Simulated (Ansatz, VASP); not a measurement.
## SiC5 in VASP and in Ansatz

```
Si C
1.0
     3.24697    0.00000    0.00000
    -1.62349    2.81196    0.00000
     0.00000    0.00000    8.55805
Si C
1 5
Direct
  0.00000 0.00000 0.50000
  0.00000 0.00000 0.84928
  0.00000 0.00000 0.00000
  0.00000 0.00000 0.15072
  0.00000 0.00000 0.29899
  0.00000 0.00000 0.70101
```

Alike in both runs: functional PBE; k mesh 6 × 6 × 2; occupations gaussian, width 0.1 eV; no spin polarisation.

Ansatz relaxed the structure, and its values are those at the end. VASP's run is a single point on that final structure, the one shown.

|  | VASP | Ansatz |
| --- | --- | --- |
| version | VASP 6.6.1 | Ansatz 0.2.0 |
| potentials or method | VASP PAW PBE potentials, release 64 (Si, C), cutoff 520 eV | scalar-relativistic, plane waves, PAW |
| valence electrons in the cell | 24 | 24 |

Ansatz gave:

| Property | Result |
| --- | --- |
| gap on the k mesh at the Fermi level (eV) | none |
| pressure (GPa) | 0.2 |
| rms of the force components (eV/Å) | 0.001 |

Question: Estimate VASP's values.

Answer: gap on the k mesh at the Fermi level (eV): none; pressure (GPa): 0.1; rms of the force components (eV/Å): 0.020.

A gap of «none» marks a metal or a gap that the smearing closes.

The k mesh is coarse, so the values compare programs but aren't converged.
